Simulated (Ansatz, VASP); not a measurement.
**Hg in VASP and in Ansatz**

Contents of INCAR:

```
SYSTEM = Hg
  PREC = Accurate
  ENCUT = 520
  EDIFF = 1E-6
  ISMEAR = -1
  SIGMA = 0.05
  LREAL = .False.
  LASPH = .True.
  NELM = 60
  ALGO = Normal
  ISIF = 2
  LWAVE = .False.
  LCHARG = .False.
  GGA = PE
  NBANDS = 12
```

Contents of KPOINTS:

```
Automatic mesh
0
Gamma
  11 11 11
  0 0 0
```

POSCAR

```
Hg
1.0
    2.2339762741     -2.0458582601      0.0000000000
    2.2339762741      2.0458582601      0.0000000000
   -0.3487351701      0.0000000000      3.0398006871
Hg
1
Direct
    0.5000000000      0.5000000000      0.5000000000
```

Input for Ansatz:

```yaml
crystal:
  lattice:
    - [2.2339762741, -2.0458582601, 0.0]
    - [2.2339762741, 2.0458582601, 0.0]
    - [-0.3487351701, 0.0, 3.0398006871]
  atoms:
    - { symbol: Hg, position: [0.5, 0.5, 0.5] }
kpoints:
  mp_grid: { grid: [11, 11, 11] }
scf:
  occupations: { method: fermi_dirac, width: 0.05 }
hamiltonian:
  xc: pbe
  pseudopotentials:
    kind: all_electron
    lapw: { basis_error: 0.001 }
    nuclear_model: point
output:
  forces: true
  stress: true
  eigenvalues: true
```

Alike in both runs: task single point; functional PBE; k mesh 11 × 11 × 11; occupations fermi-dirac, width 0.05 eV; no spin polarisation.

|  | VASP | Ansatz |
| --- | --- | --- |
| version | VASP 6.6.1 | Ansatz 0.2.0 |
| potentials or method | VASP PAW PBE potentials, release 64 (Hg), cutoff 520 eV | all-electron LAPW, scalar-relativistic |

VASP gave:

```
pressure (GPa)                                                : 1.5
traceless stress, the component that is largest in VASP (GPa) : 0.23
```

Question: Which values does Ansatz return?

Answer: Pressure (GPa): 1.3; traceless stress, the component that is largest in VASP (GPa): 0.20.

Ansatz ran all-electron here, and VASP with PAW potentials.

Neither program's run includes spin-orbit coupling.
